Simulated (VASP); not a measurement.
## Y: single point with PBEsol

Crystal: Y.

```xyz
1
Lattice="0.0000 2.3297 2.4850 2.6403 0.0000 2.4850 2.6403 2.3297 0.0000" Properties=species:S:1:pos:R:3 pbc="T T T"
Y     0.0000    0.0000    0.0000
```

This cell differs from its parent crystal: strain +0.0625 x Voigt [1, -1, 0, 0, 0, 0].

```
Program                : VASP 6.6.1
Task                   : single point
Functional             : PBEsol
Potentials or basis    : VASP PAW PBE potentials, release 64 (Y_sv)
Cutoff                 : 520 eV
k mesh                 : 16 × 16 × 16
Occupations            : gaussian, width 0.15 eV
Spin                   : no spin polarisation
Dipole correction      : no
Further INCAR settings : ALGO = Fast; EDIFF = 1e-06; NBANDS = 12
```

```yaml
Pressure: 0.2 GPa
Band_gap_on_the_k_mesh: zero (an odd number of electrons rules out a gap without spin polarisation)
```

Stress tensor (GPa, compression positive):
```
-1.78  0.00  0.00
 0.00  1.88  0.00
 0.00  0.00  0.53
```

Levels at points of the mesh, in eV from the Fermi level:
```
           k point  band 2  band 3  band 4  band 5  band 6  band 7  band 8  band 9  band 10  band 11
(0.00, 0.00, 0.00)  -22.13  -22.12  -22.11   -4.86    1.35    1.93    2.41    3.24     4.57     9.29
(0.50, 0.00, 0.00)  -22.83  -22.26  -22.16   -2.07    0.84    1.14    2.23    5.27     5.86     8.45
(0.50, 0.50, 0.00)  -22.80  -22.45  -22.28   -1.91   -0.88    2.35    5.29    5.41     6.57     7.75
(0.50, 0.00, 0.50)  -22.77  -22.50  -22.39   -1.83   -1.14    3.23    5.51    5.68     6.37     7.34
(0.00, 0.50, 0.50)  -22.76  -22.33  -22.27   -1.98   -0.83    1.62    5.60    5.77     6.21     8.57
```

Wall time 5.1 min on 1 thread of AMD EPYC 7R43 64-Core Processor (Zen 3), on a shared host, peak memory 0.34 GiB.

Caveat: the cell differs from its parent crystal (strain +0.0625 x Voigt [1, -1, 0, 0, 0, 0]); the PAW data sets were made with another functional, which shifts forces and pressure a little.
